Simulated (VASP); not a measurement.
The system is SiC.

```xyz
4
Lattice="3.0754 0.0000 0.0000 -1.5377 2.6633 0.0000 0.0000 0.0000 5.0481" Properties=species:S:1:pos:R:3 pbc="T T T"
Si    0.0000    1.7756    0.0232
Si    1.5377    0.8878    2.5472
C     0.0000    1.7756    1.9203
C     1.5377    0.8878    4.4444
```

Program: VASP 6.6.1. Alike in all runs: task single point; no spin polarisation; cell as given; cutoff (eV) 520.

Q: Order these runs on this cell by their pressure, lowest first.
A. level PBE0; potentials or basis VASP PAW PBE potentials, release 64 (Si, C); k mesh 6 × 6 × 4; smearing gaussian 0.01 eV; grid for exact exchange (PRECFOCK) Normal; share of exact exchange 0.25
B. level r2SCAN; potentials or basis VASP PAW PBE potentials, release 64 (Si, C); k mesh 12 × 12 × 6; smearing gaussian 0.01 eV
C. level PBE; potentials or basis VASP PAW PBE potentials, release 64 (Si, C); k mesh 12 × 12 × 6; smearing fermi-dirac 0.02 eV
D. level LDA; potentials or basis VASP PAW LDA potentials, release 64 (Si, C); k mesh 12 × 12 × 6; smearing gaussian 0.01 eV

A: D (-3.8 GPa), A (-1.7 GPa), B (-0.2 GPa), C (3.5 GPa).

Caveats: the PAW data sets were made with another functional, which shifts forces and pressure a little (at least some runs); the cell stands under pressure (at least some runs); the cell stands under tension (at least some runs).
